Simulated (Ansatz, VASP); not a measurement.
# One calculation of TiB2, two programs

```
Ti B
1.0
     3.02920    0.00000    0.00000
    -1.51460    2.62336    0.00000
     0.00000    0.00000    3.22840
Ti B
1 2
Direct
  0.00000 0.00000 0.00000
  0.66667 0.33333 0.50000
  0.33333 0.66667 0.50000
```

Alike in both runs: functional LDA; k mesh 10 × 10 × 8; occupations fermi-dirac, width 0.05 eV; no spin polarisation.

|  | VASP | Ansatz |
| --- | --- | --- |
| version | VASP 6.6.1 | Ansatz 0.2.0 |
| potentials or method | VASP PAW LDA potentials, release 64 (Ti_sv, B) | Ansatz PAW |
| plane-wave cutoff (eV) | 520 | 420 |
| valence electrons in the cell | 18 | 18 |
| task | single point | projected density of states |

Ansatz gave:

| Quantity | Value |
| --- | --- |
| gap on the k mesh at the Fermi level (eV) | none |
| pressure (GPa) | -11.2 |
| traceless stress, the component that is largest in VASP (GPa) | -0.70 |

Problem. Estimate VASP's values.

Solution. gap on the k mesh at the Fermi level (eV): none; pressure (GPa): -10.7; traceless stress, the component that is largest in VASP (GPa): -0.70.

LDA's correlation is that of Perdew and Zunger in VASP and of Perdew and Wang (1992) in Ansatz. A gap of «none» marks a metal or a gap that the smearing closes.
